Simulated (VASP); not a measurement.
# PrBOs4 (P4/mmm) in VASP: further runs

PrBOs4 is run at these levels: PBE; tasks: single point.

Program: VASP 6.6.1. These are calculated values, not measurements. Logs are shortened: lines on timing, memory, paths and dates and some standing lists are left out, and cuts for length are marked.

### 1 The cell of the first run

Symmetry: P4/mmm, No. 123, tetragonal system. Conventional cell: a = 3.711 Å, b = 3.711 Å, c = 7.787 Å, α = 90.00°, β = 90.00°, γ = 90.00°. Pr (site symmetry 4/mmm) has 8 Os at 3.20 Å and 4 Pr at 3.71 Å within 4.2 Å. B (site symmetry 4/mmm) has 8 Os at 2.26 Å within 3.0 Å. Os (site symmetry 2mm) has 2 B at 2.26 Å and 5 Os at 2.58 to 2.62 Å within 3.0 Å.

The cell was generated, and may not be a known phase.

### 2 Single point, PBE

The input, INCAR:

```
ALGO     = Normal         # electronic algorithm
EDIFF    = 1E-6           # SCF threshold, eV
ENCUT    = 600            # plane-wave cutoff, eV
GGA      = PE             # functional
GGA_COMPAT= False        
ISIF     = 2              # what is computed and relaxed
ISMEAR   = 0              # smearing method
LASPH    = True           # aspherical terms in the spheres
LCHARG   = False          # write CHGCAR
LMAXMIX  = 6              # l up to which the mixer works
LREAL    = False          # projectors in reciprocal space
LWAVE    = False          # write WAVECAR
NBANDS   = 32             # bands
NELM     = 200            # most SCF steps
PREC     = Accurate       # precision mode
SIGMA    = 0.1            # smearing width, eV
```

The input, KPOINTS:

```
k-points
0
Gamma
  4 4 4
```

The input, POSCAR:

```
PrBOs4
1.0
    3.7105734158      0.0000000000      0.0000000000
    0.0000000000      3.7105734158      0.0000000000
    0.0000000000      0.0000000000      7.7870243071
Pr B Os
1 1 4
Direct
    0.5000000000      0.5000000000      0.5000000000
    0.0000000000      0.0000000000      0.0000000000
    0.5000000000      0.0000000000      0.8344049246
    0.0000000000      0.5000000000      0.1655950754
    0.5000000000      0.0000000000      0.1655950754
    0.0000000000      0.5000000000      0.8344049246
```

Potentials or basis: VASP PAW PBE potentials, release 64 (Pr_3, B, Os), 4f in core.

Started as:

```
$ cat potpaw_PBE.64/Pr_3/POTCAR potpaw_PBE.64/B/POTCAR potpaw_PBE.64/Os/POTCAR > POTCAR
$ mpirun -np 1 vasp_std > vasp.out
```

OUTCAR:

```text
EDIFF = 1E-6
   ENCUT = 600
   GGA = PE
   ISIF = 2
   ISMEAR = 0
   LASPH = True
   LREAL = False
   NELM = 200
   PREC = Accurate

 ion  position               nearest neighbor table
   1  0.500  0.500  0.500-   3 3.20   4 3.20   5 3.20   6 3.20   3 3.20   5 3.20   4 3.20   6 3.20

   2  0.000  0.000  0.000-   3 2.26   4 2.26   5 2.26   6 2.26   4 2.26   6 2.26   3 2.26   5 2.26

   3  0.500  0.000  0.834-   2 2.26   2 2.26   5 2.58   6 2.62   6 2.62   6 2.62   6 2.62   1 3.20
                             1 3.20
   4  0.000  0.500  0.166-   2 2.26   2 2.26   6 2.58   5 2.62   5 2.62   5 2.62   5 2.62   1 3.20
                             1 3.20
   5  0.500  0.000  0.166-   2 2.26   2 2.26   3 2.58   4 2.62   4 2.62   4 2.62   4 2.62   1 3.20
                             1 3.20
   6  0.000  0.500  0.834-   2 2.26   2 2.26   4 2.58   3 2.62   3 2.62   3 2.62   3 2.62   1 3.20
                             1 3.20

  LATTYP: Found a simple tetragonal cell.
 ALAT       =     3.7105734158
 C/A-ratio  =     2.0986040254

  Lattice vectors:

 A1 = (   3.7105734158,   0.0000000000,   0.0000000000)
 A2 = (   0.0000000000,   3.7105734158,   0.0000000000)
 A3 = (   0.0000000000,   0.0000000000,   7.7870243071)

Analysis of symmetry for initial positions (statically):
=====================================================================
 Subroutine PRICEL returns:
 Original cell was already a primitive cell.

 Routine SETGRP: Setting up the symmetry group for a
 simple tetragonal supercell.

 Subroutine GETGRP returns: Found 16 space group operations
 (whereof 16 operations were pure point group operations)
 out of a pool of 16 trial point group operations.

The static configuration has the point symmetry D_4h.

Analysis of symmetry for dynamics (positions and initial velocities):
=====================================================================
 Subroutine PRICEL returns:
 Original cell was already a primitive cell.

 Routine SETGRP: Setting up the symmetry group for a
 simple tetragonal supercell.

 Subroutine GETGRP returns: Found 16 space group operations
 (whereof 16 operations were pure point group operations)
 out of a pool of 16 trial point group operations.

The dynamic configuration has the point symmetry D_4h.

 Subroutine INISYM returns: Found 16 space group operations
 (whereof 16 operations are pure point group operations),
 and found     1 'primitive' translations

----------------------------------------------------------------------------------------

                                     Primitive cell

  volume of cell :     107.2145

  direct lattice vectors                    reciprocal lattice vectors
     3.710573416  0.000000000  0.000000000     0.269500125  0.000000000  0.000000000
     0.000000000  3.710573416  0.000000000     0.000000000  0.269500125  0.000000000
     0.000000000  0.000000000  7.787024307     0.000000000  0.000000000  0.128418759

  length of vectors
     3.710573416  3.710573416  7.787024307     0.269500125  0.269500125  0.128418759

  position of ions in fractional coordinates (direct lattice)
     0.500000000  0.500000000  0.500000000
     0.000000000  0.000000000  0.000000000
     0.500000000  0.000000000  0.834404925
     0.000000000  0.500000000  0.165595075
     0.500000000  0.000000000  0.165595075
     0.000000000  0.500000000  0.834404925

  ion indices of the primitive-cell ions
   primitive index   ion index
                 1           1
                 2           2
                 3           3
                 4           4
                 5           5
                 6           6

----------------------------------------------------------------------------------------

 KPOINTS: k-points

Automatic generation of k-mesh.
 Grid dimensions read from file:
 generate k-points for:    4    4    4

 Generating k-lattice:

  Cartesian coordinates                     Fractional coordinates (reciprocal lattice)
     0.067375031  0.000000000  0.000000000     0.250000000  0.000000000  0.000000000
     0.000000000  0.067375031  0.000000000     0.000000000  0.250000000  0.000000000
     0.000000000  0.000000000  0.032104690     0.000000000  0.000000000  0.250000000

  Length of vectors
     0.067375031  0.067375031  0.032104690

  Shift w.r.t. Gamma in fractional coordinates (k-lattice)
     0.000000000  0.000000000  0.000000000

 Subroutine IBZKPT returns following result:
 ===========================================

 Found     18 irreducible k-points:

 Following reciprocal coordinates:
            Coordinates               Weight
  0.000000  0.000000  0.000000      1.000000
  0.250000  0.000000  0.000000      4.000000
  0.500000  0.000000  0.000000      2.000000
  0.250000  0.250000  0.000000      4.000000
  0.500000  0.250000  0.000000      4.000000
  0.500000  0.500000  0.000000      1.000000
[... 10 lines left out ...]
  0.500000  0.250000  0.500000      4.000000
  0.500000  0.500000  0.500000      1.000000
   k-points           NKPTS =     18   k-points in BZ     NKDIM =     18   number of bands    NBANDS=     32
   number of dos      NEDOS =    301   number of ions     NIONS =      6
   total plane-waves  NPLWV =  57600
   dimension x,y,z NGX =    30 NGY =   30 NGZ =   64
   dimension x,y,z NGXF=    60 NGYF=   60 NGZF=  128
   ions per type =               1   1   4
   NGX,Y,Z   is equivalent  to a cutoff of  13.44, 13.44, 13.66 a.u.
   NGXF,Y,Z  is equivalent  to a cutoff of  26.88, 26.88, 27.33 a.u.
 SYSTEM =  unknown system
   PREC   = accura    normal or accurate (medium, high low for compatibility)
   ISTART =      0    job   : 0-new  1-cont  2-samecut
   ICHARG =      2    charge: 1-file 2-atom 10-const
   ISPIN  =      1    spin polarized calculation?
   LNONCOLLINEAR =      F non collinear calculations
   LSORBIT =      F    spin-orbit coupling
   LASPH  =      T    aspherical Exc in radial PAW
   ENCUT  =  600.0 eV  44.10 Ry    6.64 a.u.   7.41  7.41 15.55*2*pi/ulx,y,z
   NELM   =    200;   NELMIN=  2; NELMDL= -5     # of ELM steps
   EDIFF  = 0.1E-05   stopping-criterion for ELM
   LREAL  =      F    real-space projection
   EDIFFG = 0.1E-04   stopping-criterion for IOM
   NSW    =      0    number of steps for IOM
   IBRION =     -1    ionic relax: 0-MD 1-quasi-New 2-CG
   NFREE  =      0    steps in history (QN), initial steepest desc. (CG)
   ISIF   =      2    stress and relaxation
   ISYM   =      2    0-nonsym 1-usesym 2-fastsym
   POTIM  = 0.5000    time-step for ionic-motion
   TEBEG  =    0.0;   TEEND  =   0.0 temperature during run
   PSTRESS=    0.0 pullay stress
   NELECT =      46.0000    total number of electrons
   NUPDOWN=      -1.0000    fix difference up-down
   EMIN   =  10.00;   EMAX   =-10.00  energy-range for DOS
   EFERMI =   0.00;   METHOD = LEGACY
   ISMEAR =     0;   SIGMA  =   0.10  broadening in eV -4-tet -1-fermi 0-gaus
   EFERMI_NEDOS =   21; number of points for ismear=-14 and -15
   IALGO  =     38    algorithm
   IMIX   =      4    mixing-type and parameters
     AMIX     =   0.40;   BMIX     =  1.00
     AMIX_MAG =   1.60;   BMIX_MAG =  1.00
  volume/ion in A,a.u.               =      17.87       120.59
  Fermi-wavevector in a.u.,A,eV,Ry     =   1.234742  2.333324 20.743279  1.524588
  Thomas-Fermi vector in A             =   2.369420
   LORBIT       =      0    0 simple, 1 ext, 2 COOP (PROOUT), +10 PAW based schemes
   GGA     = PE    functional components
   LHFCALC =     F    Hartree Fock is set to
   AEXX    =    0.0000 exact exchange contribution
   IVDW    =     0    specifies the selected vdW correction
   LEPSILON=     F    determine dielectric tensor
   LRPA    =     F    only Hartree local field effects (RPA)
 non-spin polarized calculation
 Gauss-broadening in eV      SIGMA  =   0.10
  energy-cutoff  :      600.00
  volume of cell :      107.21
 maximum number of plane-waves:      3624
 NGX is ok and might be reduce to    30
   NGX = 15   NGY = 15   NGZ = 31

 number of electron      46.0000003 magnetization

 Free energy of the ion-electron system (eV)
  ---------------------------------------------------
  ext. energy  EPLUGINS =         0.00000000
  ---------------------------------------------------
  free energy    TOTEN  =       -53.22912231 eV

  energy without entropy =      -53.21102993  energy(sigma->0) =      -53.22007612

 E-fermi :   5.9164     XC(G=0): -11.8272

 val. band max:        5.9020334209   @ k =   0.2500   0.0000   0.2500
 cond. band min:       5.9584895607   @ k =   0.2500   0.2500   0.5000
 fundamental gap:      0.0564561398
 Fermi energy:         5.9163626994

 k-point     1 :       0.0000    0.0000    0.0000
  band No.  band energies     occupation
      1     -29.8472      2.00000
      2     -11.8523      2.00000
      3     -11.6445      2.00000
      4     -11.6445      2.00000
      5      -5.0936      2.00000
      6      -2.1206      2.00000
[... 24 lines left out ...]
     31      10.2980      0.00000
     32      10.2983      0.00000

 k-point     2 :       0.2500    0.0000    0.0000
  band No.  band energies     occupation
      1     -29.8242      2.00000
      2     -11.9590      2.00000
      3     -11.8094      2.00000
      4     -11.6175      2.00000
      5      -4.4737      2.00000
      6      -1.1707      2.00000
[... 24 lines left out ...]
     31       8.7236      0.00000
     32       9.7516      0.00000

 k-point     3 :       0.5000    0.0000    0.0000
  band No.  band energies     occupation
      1     -29.8010      2.00000
      2     -12.2516      2.00000
      3     -11.7661      2.00000
      4     -11.5902      2.00000
      5      -3.7146      2.00000
      6      -0.7149      2.00000
[... 24 lines left out ...]
     31       8.9850      0.00000
     32      10.2590      0.00000

 k-point     4 :       0.2500    0.2500    0.0000
  band No.  band energies     occupation
      1     -29.8015      2.00000
      2     -11.9336      2.00000
      3     -11.9164      2.00000
      4     -11.7694      2.00000
      5      -4.0251      2.00000
      6      -0.8628      2.00000
[... 24 lines left out ...]
     31       9.2779      0.00000
     32      10.4074      0.00000

 k-point     5 :       0.5000    0.2500    0.0000
  band No.  band energies     occupation
      1     -29.7786      2.00000
      2     -12.2119      2.00000
      3     -11.8906      2.00000
      4     -11.7289      2.00000
      5      -3.4942      2.00000
      6      -0.7404      2.00000
[... 374 lines left out ...]
     31       9.2955      0.00000
     32      10.4898      0.00000

 k-point    16 :       0.2500    0.2500    0.5000
  band No.  band energies     occupation
      1     -29.8015      2.00000
      2     -11.9320      2.00000
      3     -11.9154      2.00000
      4     -11.7732      2.00000
      5      -4.0091      2.00000
      6      -0.8993      2.00000
[... 24 lines left out ...]
     31       9.1676      0.00000
     32       9.7386      0.00000

 k-point    17 :       0.5000    0.2500    0.5000
  band No.  band energies     occupation
      1     -29.7786      2.00000
      2     -12.2098      2.00000
      3     -11.8893      2.00000
      4     -11.7310      2.00000
      5      -3.4976      2.00000
      6      -0.7816      2.00000
[... 24 lines left out ...]
     31       8.3460      0.00000
     32       9.5514      0.00000

 k-point    18 :       0.5000    0.5000    0.5000
  band No.  band energies     occupation
      1     -29.7560      2.00000
      2     -12.1694      2.00000
      3     -12.1694      2.00000
      4     -11.6927      2.00000
      5      -3.2761      2.00000
      6      -0.9157      2.00000
[... 24 lines left out ...]
     31       8.0904      0.00000
     32      10.4572      0.00000

------------------------ aborting loop because EDIFF is reached ----------------------------------------

  FORCE on cell =-STRESS in cart. coord.  units (eV):
  Direction    XX          YY          ZZ          XY          YZ          ZX
  --------------------------------------------------------------------------------------
  -------------------------------------------------------------------------------------
  Total        0.2689674      0.2689674      0.1804807      0.0000000      0.0000000     -0.0000000
  in kB        4.0193576      4.0193576      2.6970419      0.0000000      0.0000000     -0.0000000
  external PRESSURE =       3.5785857 kB  Pullay stress =       0.0000000 kB

 VOLUME and BASIS-vectors are now :
 -----------------------------------------------------------------------------
  energy-cutoff  :      600.00
  volume of cell :      107.21
      direct lattice vectors                 reciprocal lattice vectors
     3.710573416  0.000000000  0.000000000     0.269500125  0.000000000  0.000000000
     0.000000000  3.710573416  0.000000000     0.000000000  0.269500125  0.000000000
     0.000000000  0.000000000  7.787024307     0.000000000  0.000000000  0.128418759

 POSITION                                       TOTAL-FORCE (eV/Angst)
 -----------------------------------------------------------------------------------
      1.85529      1.85529      3.89351        -0.000000     -0.000000      0.000000
      0.00000      0.00000      0.00000        -0.000000     -0.000000      0.000000
      1.85529      0.00000      6.49753         0.000000      0.000000     -0.031766
      0.00000      1.85529      1.28949         0.000000     -0.000000      0.031766
      1.85529      0.00000      1.28949        -0.000000     -0.000000      0.031766
      0.00000      1.85529      6.49753        -0.000000     -0.000000     -0.031766
 -----------------------------------------------------------------------------------
    total drift:                                0.000000     -0.000000      0.000000

  FREE ENERGIE OF THE ION-ELECTRON SYSTEM (eV)
  ---------------------------------------------------
  free  energy   TOTEN  =       -53.2291223135 eV

  energy  without entropy=      -53.2110299315  energy(sigma->0) =      -53.22007612
```

It took 62 s on 1 thread of Intel Xeon Platinum 8488C (Sapphire Rapids), shared host; peak memory 0.26 GiB.

What came out:

- Free energy: -53.2291 eV
- Pressure: 0.4 GPa
- Largest force: 0.032 eV/Å
- Band gap on the k mesh: zero (bands 23 and 24 overlap by 1.87 eV)

Forces in eV/Å, atoms in the order of the input:
```
Pr   0.000  0.000  0.000
B    0.000  0.000  0.000
Os   0.000  0.000 -0.032
Os   0.000  0.000  0.032
Os   0.000  0.000  0.032
Os   0.000  0.000 -0.032
```

Caveat: the k points lie up to 0.42 Å⁻¹ apart, too coarse for converged energies and pressures of a metal; spin-orbit coupling is left out, which moves the levels of the heavy elements; the 4f electrons are frozen in the core, so they carry no moment and show no levels.

(Part 1 of 2 ends here.)

The gap in the log of VASP goes by the Fermi energy; the results here count the filled bands.